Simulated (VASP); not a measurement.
Runs of VASP 6.6.1 on ZrAl3N4. The structure is that of space group Pm-3m (No. 221), or close to it. The cells are those of the table. 

| task | spin | cell | k mesh | cutoff (eV) | gap on the mesh (eV) | pressure (GPa) | relaxed volume (Å³/atom) |
| --- | --- | --- | --- | --- | --- | --- | --- |
| single point | off | a = 4.716 Å, 8 atoms | 4 × 4 × 4 | 520 | none | -32.9 | - |
| single point | off | a = 4.298 Å, 8 atoms | 4 × 4 × 4 | 520 | none | 0.0 | - |
| single point | collinear, ferromagnetic start | a = 4.298 Å, 8 atoms | 4 × 4 × 4 | 520 | none | 0.0 | - |
| relaxation of cell and atoms | off | relaxed from a = 4.298 Å, 8 atoms | 10 × 10 × 10 | 600 | - | 0.0 | 9.86 |
| relaxation of cell and atoms | off | relaxed from a = 4.716 Å, 8 atoms | 4 × 4 × 4 | 600 | - | 0.1 | (a) |

Alike in all rows: level PBE; potentials or basis VASP PAW PBE potentials, release 64 (Zr_sv, Al, N); smearing gaussian 0.1 eV.

Q: Fill in the values left out.

A: (a) 9.90.

Caveats: some runs use coarse meshes; the bands computed are all filled at some k points, so no gap is given (some runs); the volume moved by over 15 % at a fixed basis, so the end points are rough (some runs).

A k mesh can miss the band edges, and the runs leave out spin-orbit coupling on Zr.

A gap of «none» marks levels without a gap at the run's occupations.
